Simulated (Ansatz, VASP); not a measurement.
Two plane-wave programs on Nb

```
CELL_PARAMETERS angstrom
1.65689 -5.25600 0.00000
1.65689 5.25600 0.00000
0.00000 0.00000 4.38501
ATOMIC_POSITIONS crystal
Nb 0.09800 0.90200 0.91000
Nb 0.59800 0.40200 0.59000
Nb 0.90200 0.09800 0.09000
Nb 0.40200 0.59800 0.41000
```

Alike in both runs: task single point; functional r2SCAN; k mesh 6 × 6 × 4; occupations gaussian, width 0.1 eV; no spin polarisation.

```csv
,VASP,Ansatz
version,VASP 6.6.1,Ansatz 0.2.0
potentials or method,"VASP PAW PBE potentials, release 64 (Nb_sv), cutoff 520 eV","scalar-relativistic, plane waves, PAW"
valence electrons in the cell,52,52
```

VASP gave:

- gap on the k mesh at the Fermi level (eV): none
- rms of the force components (eV/Å): 4.769

Q: What did Ansatz give for the same quantities?

A: gap on the k mesh at the Fermi level (eV): none; rms of the force components (eV/Å): 4.747.

VASP's potentials were made for PBE, not for r2SCAN. Atom by atom the forces differ by 0.023 eV/Å (rms over components). A gap of «none» marks a metal or a gap that the smearing closes.
